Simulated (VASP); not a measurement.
Here is a VASP 6.6.1 calculation.

INCAR

```
SYSTEM = SiNi2
  ALGO = Fast
  EDIFF = 1E-6
  EDIFFG = -0.01
  ENCUT = 600
  GGA = PS
  IBRION = 2
  ISIF = 4
  ISMEAR = 0
  LASPH = .True.
  LCHARG = .False.
  LREAL = .False.
  LWAVE = .False.
  NELM = 80
  NSW = 50
  PREC = Accurate
  SIGMA = 0.1
```

KPOINTS

```
k-points
0
Gamma
  12 12 8
  0 0 0
```

The input POSCAR:

```
SiNi2
1.0
    3.9392255466      0.0000000000      0.0000000000
   -1.9696127733      3.4114693946      0.0000000000
    0.0000000000      0.0000000000      5.0264354315
Si Ni
2 4
Direct
    0.3333333333      0.6666666667      0.7500000000
    0.6666666667      0.3333333333      0.2500000000
    0.0000000000      0.0000000000      0.0000000000
    0.0000000000      0.0000000000      0.5000000000
    0.3333333333      0.6666666667      0.2500000000
    0.6666666667      0.3333333333      0.7500000000
```

Potentials or basis: VASP PAW PBE potentials, release 64 (Si, Ni).

Launch:

```console
$ cat potpaw_PBE.64/Si/POTCAR potpaw_PBE.64/Ni/POTCAR > POTCAR
$ mpirun -np 1 vasp_std > vasp.out
```

Q: Predict the band gap on the k mesh.

A: Zero (bands 24 and 25 overlap by 3.13 eV).

Stress tensor (GPa, compression positive):
```
-11.29   0.00   0.00
  0.00 -11.29   0.00
  0.00   0.00 -11.09
```

Caveat: the PAW data sets were made with another functional, which shifts forces and pressure a little. Spin polarisation is off, so any magnetic state and its effect on volume and gap are missing.
